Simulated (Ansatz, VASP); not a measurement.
**Rh in VASP and in Ansatz**

The input INCAR:

```
SYSTEM = Rh
PREC = Accurate ; ENCUT = 500
EDIFF = 1E-6 ; ISMEAR = 0
SIGMA = 0.15 ; LREAL = .FALSE.
LASPH = .TRUE. ; NELM = 120
ALGO = Normal ; ISIF = 2
LWAVE = .FALSE. ; LCHARG = .TRUE.
GGA = PS ; LELF = .TRUE.
LVHAR = .TRUE. ; NBANDS = 22
GGA_COMPAT = .FALSE.
```

Contents of KPOINTS:

```
regular mesh
0
G
  18 18 12
  0 0 0
```

The input POSCAR:

```
Rh
1.0
    2.6900143566      0.0000000000      0.0000000000
   -1.3450071783      2.3296207694      0.0000000000
    0.0000000000      0.0000000000      4.3620616650
Rh
2
Direct
    0.6666666667      0.3333333333      0.7500000000
    0.3333333333      0.6666666667      0.2500000000
```

Input for Ansatz:

```yaml
crystal:
  lattice:
    - [2.6900143566, 0.0, 0.0]
    - [-1.3450071783, 2.3296207694, 0.0]
    - [0.0, 0.0, 4.362061665]
  atoms:
    - { symbol: Rh, position: [0.6666666667, 0.3333333333, 0.75] }
    - { symbol: Rh, position: [0.3333333333, 0.6666666667, 0.25] }
basis:
  ecutwfc: 420
kpoints:
  mp_grid: { grid: [18, 18, 12] }
hamiltonian:
  xc: pbesol
scf:
  occupations: { method: gaussian, width: 0.15 }
output:
  forces: true
  stress: true
  eigenvalues: true
```

Change from the starting cell: strain -0.015 along x and y, -0.015 along z, atoms carried along.

Alike in both runs: task single point; functional PBEsol; k mesh 18 × 18 × 12; occupations gaussian, width 0.15 eV; no spin polarisation.

|  | VASP | Ansatz |
| --- | --- | --- |
| version | VASP 6.6.1 | Ansatz 0.2.0 |
| potentials or method | VASP PAW PBE potentials, release 64 (Rh_pv), cutoff 500 eV | scalar-relativistic, plane waves, PAW |
| valence electrons in the cell | 30 | 34 |

|  | VASP | Ansatz | Ansatz less VASP |
| --- | --- | --- | --- |
| gap on the k mesh at the Fermi level (eV) | none | none | - |
| pressure (GPa) | -2.4 | -2.4 | +0.05 |
| traceless stress, the component that is largest in VASP (GPa) | -1.15 | -1.17 | -0.019 |

VASP's potentials were made for PBE, not for PBEsol. A gap of «none» marks a metal or a gap that the smearing closes. VASP's potentials hold 30 valence electrons a cell and Ansatz's 34, so a difference there can come from the potentials and not from the codes.
